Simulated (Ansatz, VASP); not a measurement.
# CdH2O2: VASP beside Ansatz

INCAR

```
ALGO = Normal
EDIFF = 1E-6
ENCUT = 600
GGA = PS
GGA_COMPAT = False
ISIF = 2
ISMEAR = 0
LASPH = True
LCHARG = False
LREAL = False
LWAVE = False
NBANDS = 25
NELM = 120
PREC = Accurate
SIGMA = 0.01
```

The input KPOINTS:

```
k-points
0
Gamma
  6 6 4
```

The input POSCAR:

```
CdH2O2
1.0
    3.4680130281      0.0000000000      0.0000000000
   -1.7340065140      3.0033873839      0.0000000000
    0.0000000000      0.0000000000      4.5802286343
Cd H O
1 2 2
Direct
    0.0000000000      0.0000000000      0.0000000000
    0.6666666667      0.3333333333      0.5509607200
    0.3333333333      0.6666666667      0.4490392800
    0.6666666667      0.3333333333      0.7593720000
    0.3333333333      0.6666666667      0.2406280000
```

Input for Ansatz:

```yaml
crystal:
  lattice:
    - [3.468013028069687, 0.0, 0.0]
    - [-1.7340065140348435, 3.003387383926873, 0.0]
    - [0.0, 0.0, 4.580228634345725]
  atoms:
    - { symbol: Cd, position: [0.0, 0.0, 0.0] }
    - { symbol: H, position: [0.6666666666666666, 0.3333333333333333, 0.55096072] }
    - { symbol: H, position: [0.3333333333333333, 0.6666666666666666, 0.44903928] }
    - { symbol: O, position: [0.6666666666666666, 0.3333333333333333, 0.759372] }
    - { symbol: O, position: [0.3333333333333333, 0.6666666666666666, 0.240628] }
basis:
  ecutwfc: 462.593566181796
kpoints:
  mp_grid:
    grid: [6, 6, 4]
hamiltonian:
  xc: pbesol
  pseudopotentials:
    kind: paw
scf:
  convergence:
    dr2_threshold: 1.0e-07
  occupations:
    method: fixed
output:
  stress: true
```

Alike in both runs: task single point; functional PBEsol; k mesh 6 × 6 × 4; no spin polarisation.

|  | VASP | Ansatz |
| --- | --- | --- |
| version | VASP 6.6.1 | Ansatz 0.2.0 |
| potentials or method | VASP PAW PBE potentials, release 64 (Cd_sv_GW, H, O), cutoff 600 eV | plane waves, PAW |
| occupations | gaussian, width 0.01 eV | fixed |
| valence electrons in the cell | 34 | 34 |

Ansatz gave:

* pressure (GPa): 4.4
* traceless stress, the component that is largest in VASP (GPa): 3.89

Question: Which values does VASP return?

Answer: Pressure (GPa): 4.2; traceless stress, the component that is largest in VASP (GPa): 4.64.

VASP's potentials were made for PBE, not for PBEsol. Ansatz's warnings: stress scf threshold loose.
